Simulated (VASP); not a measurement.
# ZrN (Fm-3m) in VASP: notebook

Aim: see how the results for ZrN move with the level of theory and the settings. Levels: PBE, revPBE, LDA. Tasks: single point.

Everything below comes from runs of VASP 6.6.1. Logs are shortened: lines on timing, memory, paths and dates and some standing lists are left out, and cuts for length are marked.

### 1 The cell of the first run

The structure is cubic, space group Fm-3m (No. 225). The conventional cell has a = 4.589 Å, b = 4.589 Å, c = 4.589 Å, α = 90.00°, β = 90.00°, γ = 90.00°. Within 3.0 Å of Zr (site symmetry m-3m) lie 6 N at 2.29 Å. Within 3.0 Å of N (site symmetry m-3m) lie 6 Zr at 2.29 Å.

### 2 Single point, PBE, collinear spin, ferromagnetic start

The input, INCAR:

```
SYSTEM = ZrN
ALGO = Normal
EDIFF = 1E-6
ENCUT = 600
GGA = PE
GGA_COMPAT = .False.
ISIF = 2
ISMEAR = 1
ISPIN = 2
LASPH = .True.
LCHARG = .False.
LMAXMIX = 4
LORBIT = 11
LREAL = .False.
LWAVE = .False.
MAGMOM = -5 0
NBANDS = 20
NELM = 200
PREC = Accurate
SIGMA = 0.13605693122994
```

The input, KPOINTS:

```
k-points
0
Gamma
  2 2 2
  0 0 0
```

The input, POSCAR:

```
ZrN
1.0
    0.0000000000      2.2942655869      2.2942655869
    2.2942655869      0.0000000000      2.2942655869
    2.2942655869      2.2942655869      0.0000000000
Zr N
1 1
Direct
    0.5000000000      0.5000000000      0.5000000000
    0.0000000000      0.0000000000      0.0000000000
```

Potentials or basis: VASP PAW PBE potentials, release 64 (Zr_sv, N).

The run is started by

```sh
> cat potpaw_PBE.64/Zr_sv/POTCAR potpaw_PBE.64/N/POTCAR > POTCAR
> mpirun -np 1 vasp_std > vasp.out
```

OUTCAR:

```text
SYSTEM = ZrN
   EDIFF = 1E-6
   ENCUT = 600
   GGA = PE
   ISIF = 2
   ISMEAR = 1
   ISPIN = 2
   LASPH = .True.
   LORBIT = 11
   LREAL = .False.
   NELM = 200
   PREC = Accurate

 ion  position               nearest neighbor table
   1  0.500  0.500  0.500-   2 2.29   2 2.29   2 2.29   2 2.29   2 2.29   2 2.29
   2  0.000  0.000  0.000-   1 2.29   1 2.29   1 2.29   1 2.29   1 2.29   1 2.29

  LATTYP: Found a face centered cubic cell.
 ALAT       =     4.5885311738

  Lattice vectors:

 A1 = (   0.0000000000,   2.2942655869,   2.2942655869)
 A2 = (   2.2942655869,   0.0000000000,   2.2942655869)
 A3 = (   2.2942655869,   2.2942655869,   0.0000000000)

Analysis of symmetry for initial positions (statically):
=====================================================================
 Subroutine PRICEL returns:
 Original cell was already a primitive cell.

 Routine SETGRP: Setting up the symmetry group for a
 face centered cubic supercell.

 Subroutine GETGRP returns: Found 48 space group operations
[... 9 lines left out ...]

 Routine SETGRP: Setting up the symmetry group for a
 face centered cubic supercell.

 Subroutine GETGRP returns: Found 48 space group operations
 (whereof 48 operations were pure point group operations)
 out of a pool of 48 trial point group operations.

The dynamic configuration has the point symmetry O_h .

Analysis of structural, dynamic, and magnetic symmetry:
=====================================================================
 Subroutine PRICEL returns:
 Original cell was already a primitive cell.

 Routine SETGRP: Setting up the symmetry group for a
 face centered cubic supercell.

 Subroutine GETGRP returns: Found 48 space group operations
 (whereof 48 operations were pure point group operations)
 out of a pool of 48 trial point group operations.

The overall configuration has the point symmetry O_h .

 Subroutine INISYM returns: Found 48 space group operations
[... 5 lines left out ...]
                                     Primitive cell

  volume of cell :      24.1524

  direct lattice vectors                    reciprocal lattice vectors
     0.000000000  2.294265587  2.294265587    -0.217934664  0.217934664  0.217934664
     2.294265587  0.000000000  2.294265587     0.217934664 -0.217934664  0.217934664
     2.294265587  2.294265587  0.000000000     0.217934664  0.217934664 -0.217934664

  length of vectors
     3.244581509  3.244581509  3.244581509     0.377473911  0.377473911  0.377473911

  position of ions in fractional coordinates (direct lattice)
     0.500000000  0.500000000  0.500000000
     0.000000000  0.000000000  0.000000000

  ion indices of the primitive-cell ions
   primitive index   ion index
                 1           1
                 2           2

----------------------------------------------------------------------------------------

 KPOINTS: k-points

Automatic generation of k-mesh.
 Grid dimensions read from file:
 generate k-points for:    2    2    2

 Generating k-lattice:

  Cartesian coordinates                     Fractional coordinates (reciprocal lattice)
    -0.108967332  0.108967332  0.108967332     0.500000000  0.000000000  0.000000000
     0.108967332 -0.108967332  0.108967332     0.000000000  0.500000000  0.000000000
     0.108967332  0.108967332 -0.108967332     0.000000000  0.000000000  0.500000000

  Length of vectors
     0.188736955  0.188736955  0.188736955

  Shift w.r.t. Gamma in fractional coordinates (k-lattice)
     0.000000000  0.000000000  0.000000000

 Subroutine IBZKPT returns following result:
 ===========================================

 Found      3 irreducible k-points:

 Following reciprocal coordinates:
            Coordinates               Weight
  0.000000  0.000000  0.000000      1.000000
  0.500000  0.000000  0.000000      4.000000
  0.500000  0.500000  0.000000      3.000000
   k-points           NKPTS =      3   k-points in BZ     NKDIM =      3   number of bands    NBANDS=     20
   number of dos      NEDOS =    301   number of ions     NIONS =      2
   total plane-waves  NPLWV =  21952
   dimension x,y,z NGX =    28 NGY =   28 NGZ =   28
   dimension x,y,z NGXF=    56 NGYF=   56 NGZF=   56
   ions per type =               1   1
   NGX,Y,Z   is equivalent  to a cutoff of  14.35, 14.35, 14.35 a.u.
   NGXF,Y,Z  is equivalent  to a cutoff of  28.69, 28.69, 28.69 a.u.
 SYSTEM =  ZrN
   PREC   = accura    normal or accurate (medium, high low for compatibility)
   ISTART =      0    job   : 0-new  1-cont  2-samecut
   ICHARG =      2    charge: 1-file 2-atom 10-const
   ISPIN  =      2    spin polarized calculation?
   LNONCOLLINEAR =      F non collinear calculations
   LSORBIT =      F    spin-orbit coupling
   LASPH  =      T    aspherical Exc in radial PAW
   ENCUT  =  600.0 eV  44.10 Ry    6.64 a.u.   6.48  6.48  6.48*2*pi/ulx,y,z
   NELM   =    200;   NELMIN=  2; NELMDL= -5     # of ELM steps
   EDIFF  = 0.1E-05   stopping-criterion for ELM
   LREAL  =      F    real-space projection
   EDIFFG = 0.1E-04   stopping-criterion for IOM
   NSW    =      0    number of steps for IOM
   IBRION =     -1    ionic relax: 0-MD 1-quasi-New 2-CG
   NFREE  =      0    steps in history (QN), initial steepest desc. (CG)
   ISIF   =      2    stress and relaxation
   ISYM   =      2    0-nonsym 1-usesym 2-fastsym
   POTIM  = 0.5000    time-step for ionic-motion
   TEBEG  =    0.0;   TEEND  =   0.0 temperature during run
   PSTRESS=    0.0 pullay stress
   NELECT =      17.0000    total number of electrons
   NUPDOWN=      -1.0000    fix difference up-down
   EMIN   =  10.00;   EMAX   =-10.00  energy-range for DOS
   EFERMI =   0.00;   METHOD = LEGACY
   ISMEAR =     1;   SIGMA  =   0.14  broadening in eV -4-tet -1-fermi 0-gaus
   EFERMI_NEDOS =   21; number of points for ismear=-14 and -15
   IALGO  =     38    algorithm
   IMIX   =      4    mixing-type and parameters
     AMIX     =   0.40;   BMIX     =  1.00
     AMIX_MAG =   1.60;   BMIX_MAG =  1.00
  volume/ion in A,a.u.               =      12.08        81.49
  Fermi-wavevector in a.u.,A,eV,Ry     =   1.456255  2.751923 28.853587  2.120679
  Thomas-Fermi vector in A             =   2.573195
   LORBIT       =     11    0 simple, 1 ext, 2 COOP (PROOUT), +10 PAW based schemes
   GGA     = PE    functional components
   LHFCALC =     F    Hartree Fock is set to
   AEXX    =    0.0000 exact exchange contribution
   IVDW    =     0    specifies the selected vdW correction
   LEPSILON=     F    determine dielectric tensor
   LRPA    =     F    only Hartree local field effects (RPA)
 spin polarized calculation
 Methfessel and Paxton  Order N= 1 SIGMA  =   0.14
  energy-cutoff  :      600.00
  volume of cell :       24.15
 maximum number of plane-waves:       821
 NGX is ok and might be reduce to    28
   NGX = 13   NGY = 13   NGZ = 13

 number of electron      17.0000000 magnetization      -0.0777874

 number of electron      17.0000000 magnetization       0.2612454

 Free energy of the ion-electron system (eV)
  ---------------------------------------------------
  ext. energy  EPLUGINS =         0.00000000
  ---------------------------------------------------
  free energy    TOTEN  =       -20.31715129 eV

  energy without entropy =      -20.31258974  energy(sigma->0) =      -20.31563077

 E-fermi :  11.2772     XC(G=0): -12.4692

 val. band max:       11.2470986636   @ k =   0.0000   0.0000   0.0000
 cond. band min:      11.5190421820   @ k =   0.0000   0.0000   0.0000
 fundamental gap:      0.2719435184
 Fermi energy:        11.2771508917

 spin component 1

 k-point     1 :       0.0000    0.0000    0.0000
  band No.  band energies     occupation
      1     -38.1028      1.00000
      2     -15.7046      1.00000
      3     -15.7046      1.00000
      4     -15.7046      1.00000
      5      -3.8680      1.00000
      6       9.8569      1.00000
[... 12 lines left out ...]
     19      36.6177      0.00000
     20      36.6177      0.00000

 k-point     2 :       0.5000    0.0000    0.0000
  band No.  band energies     occupation
      1     -37.9667      1.00000
      2     -16.7997      1.00000
      3     -15.7989      1.00000
      4     -15.7989      1.00000
      5      -1.6030      1.00000
      6       4.4400      1.00000
[... 12 lines left out ...]
     19      34.3761      0.00000
     20      34.3765      0.00000

 k-point     3 :       0.5000    0.5000    0.0000
  band No.  band energies     occupation
      1     -37.9233      1.00000
      2     -16.5938      1.00000
      3     -16.0482      1.00000
      4     -16.0482      1.00000
      5      -3.2720      1.00000
      6       7.6865      1.00000
[... 12 lines left out ...]
     19      30.9775      0.00000
     20      35.7593      0.00000
 Fermi energy:        11.2771508917

 spin component 2

 k-point     1 :       0.0000    0.0000    0.0000
  band No.  band energies     occupation
      1     -37.9756      1.00000
      2     -15.5555      1.00000
      3     -15.5555      1.00000
      4     -15.5555      1.00000
      5      -3.8451      1.00000
      6       9.8465      1.00000
[... 12 lines left out ...]
     19      36.8145      0.00000
     20      36.8145      0.00000

 k-point     2 :       0.5000    0.0000    0.0000
  band No.  band energies     occupation
      1     -37.8407      1.00000
      2     -16.6468      1.00000
      3     -15.6473      1.00000
      4     -15.6473      1.00000
      5      -1.6113      1.00000
      6       4.5641      1.00000
[... 12 lines left out ...]
     19      34.4421      0.00000
     20      34.4421      0.00000

 k-point     3 :       0.5000    0.5000    0.0000
  band No.  band energies     occupation
      1     -37.7977      1.00000
      2     -16.4362      1.00000
      3     -15.8957      1.00000
      4     -15.8957      1.00000
      5      -3.2720      1.00000
      6       7.7373      1.00000
[... 12 lines left out ...]
     19      31.3116      0.00000
     20      35.8437      0.00000

------------------------ aborting loop because EDIFF is reached ----------------------------------------

  FORCE on cell =-STRESS in cart. coord.  units (eV):
  Direction    XX          YY          ZZ          XY          YZ          ZX
  --------------------------------------------------------------------------------------
  -------------------------------------------------------------------------------------
  Total        0.1233734      0.1233734      0.1233734     -0.0000000      0.0000000      0.0000000
  in kB        8.1841055      8.1841055      8.1841055     -0.0000000      0.0000000      0.0000000
  external PRESSURE =       8.1841055 kB  Pullay stress =       0.0000000 kB

 VOLUME and BASIS-vectors are now :
 -----------------------------------------------------------------------------
  energy-cutoff  :      600.00
  volume of cell :       24.15
      direct lattice vectors                 reciprocal lattice vectors
     0.000000000  2.294265587  2.294265587    -0.217934664  0.217934664  0.217934664
     2.294265587  0.000000000  2.294265587     0.217934664 -0.217934664  0.217934664
     2.294265587  2.294265587  0.000000000     0.217934664  0.217934664 -0.217934664

 POSITION                                       TOTAL-FORCE (eV/Angst)
 -----------------------------------------------------------------------------------
      2.29427      2.29427      2.29427        -0.000000      0.000000      0.000000
      0.00000      0.00000      0.00000         0.000000     -0.000000     -0.000000
 -----------------------------------------------------------------------------------
    total drift:                                0.000000      0.000000      0.000000

  FREE ENERGIE OF THE ION-ELECTRON SYSTEM (eV)
  ---------------------------------------------------
  free  energy   TOTEN  =       -20.3171512865 eV

  energy  without entropy=      -20.3125897357  energy(sigma->0) =      -20.31563077

 total charge

# of ion       s       p       d       tot
------------------------------------------
    1        2.137   6.052   1.547   9.736
    2        1.210   2.556   0.000   3.766
--------------------------------------------------
tot          3.347   8.608   1.547  13.502

 magnetization (x)

# of ion       s       p       d       tot
------------------------------------------
    1        0.001   0.002   0.201   0.204
    2       -0.002  -0.015   0.000  -0.018
--------------------------------------------------
tot         -0.002  -0.014   0.201   0.186
```

Wall time 11 s (1 thread of Intel Xeon Platinum 8488C (Sapphire Rapids), shared host); peak memory 0.17 GiB.

What came out:

```yaml
Free_energy: -20.3172 eV
Pressure: 0.8 GPa
Net_moment: 0.26 μB per cell
Site_moments: Zr +0.20; N -0.02 μB
Valence_electrons_inside_the_program's_atomic_spheres: Zr 9.74; N 3.77
```

Levels at points of the mesh, in eV from the Fermi level:
Spin up:
```csv
k point,band 7,band 8,band 9,band 10,band 11,band 12
"(0.00, 0.00, 0.00)",-1.42,-1.42,-0.03,-0.03,-0.03,2.01
"(0.50, 0.00, 0.00)",-4.74,-4.74,3.43,3.43,3.70,5.35
"(0.50, 0.50, 0.00)",-3.04,-2.00,-2.00,3.78,4.78,4.78
```
Spin down:
| k point | band 6 | band 7 | band 8 | band 9 | band 10 | band 11 |
| --- | --- | --- | --- | --- | --- | --- |
| (0.00, 0.00, 0.00) | -1.43 | -1.43 | -1.43 | 0.24 | 0.24 | 0.24 |
| (0.50, 0.00, 0.00) | -6.71 | -4.68 | -4.68 | 3.68 | 3.68 | 3.85 |
| (0.50, 0.50, 0.00) | -3.54 | -2.79 | -1.99 | -1.99 | 3.88 | 5.04 |

Caveat: the k points lie up to 1.19 Å⁻¹ apart; the moment fell far below its start of 5 μB, so a state of higher moment may lie lower in energy.

(Part 1 of 2 ends here.)
